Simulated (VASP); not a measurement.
## TaRu: single point with LDA

The system is TaRu.

```
Ta Ru
1.0
     3.00184    0.00000    0.00000
     0.00000    3.00184    0.00000
     0.00000    0.00000    3.36687
Ta Ru
1 1
Direct
  0.50000 0.50000 0.50000
  0.00000 0.00000 0.00000
```

```yaml
Program: VASP 6.6.1
Task: single point
Functional: LDA
Potentials_or_basis: VASP PAW LDA potentials, release 64 (Ta_pv, Ru_pv)
Cutoff: 520 eV
k_mesh: 14 × 14 × 12
Occupations: gaussian, width 0.1 eV
Spin: no spin polarisation
Dipole_correction: no
Further_INCAR_settings: ALGO = Normal; EDIFF = 1e-06; NBANDS = 20
```

```yaml
Pressure: 1.1 GPa
```

Levels at points of the mesh, in eV from the Fermi level:
| k point | band 8 | band 9 | band 10 | band 11 | band 12 | band 13 | band 14 | band 15 | band 16 | band 17 |
| --- | --- | --- | --- | --- | --- | --- | --- | --- | --- | --- |
| (0.00, 0.00, 0.00) | -6.15 | -5.89 | -2.45 | -2.45 | -1.45 | 0.39 | 1.93 | 4.58 | 4.72 | 4.72 |
| (0.50, 0.00, 0.00) | -4.34 | -3.71 | -2.67 | -2.18 | -1.99 | -1.19 | -0.78 | 0.50 | 1.94 | 2.53 |
| (0.50, 0.50, 0.00) | -6.12 | -4.81 | -4.81 | 0.39 | 1.33 | 1.70 | 1.70 | 3.25 | 4.98 | 4.98 |
| (0.00, 0.00, 0.50) | -4.89 | -4.10 | -2.70 | -1.79 | -1.79 | -0.76 | 0.07 | 0.89 | 0.89 | 3.07 |
| (0.50, 0.00, 0.50) | -5.96 | -3.56 | -3.54 | -0.92 | 0.70 | 0.77 | 0.89 | 1.05 | 4.48 | 4.56 |
| (0.50, 0.50, 0.50) | -3.43 | -3.43 | -3.37 | -2.61 | -2.61 | -0.34 | 0.43 | 3.83 | 5.49 | 8.03 |

It took 75 s on 1 thread of Intel(R) Xeon(R) Platinum 8488C (Sapphire Rapids), on a shared host, peak memory 0.25 GiB.

Caveat: spin-orbit coupling is left out, which moves the levels of the heavy elements.
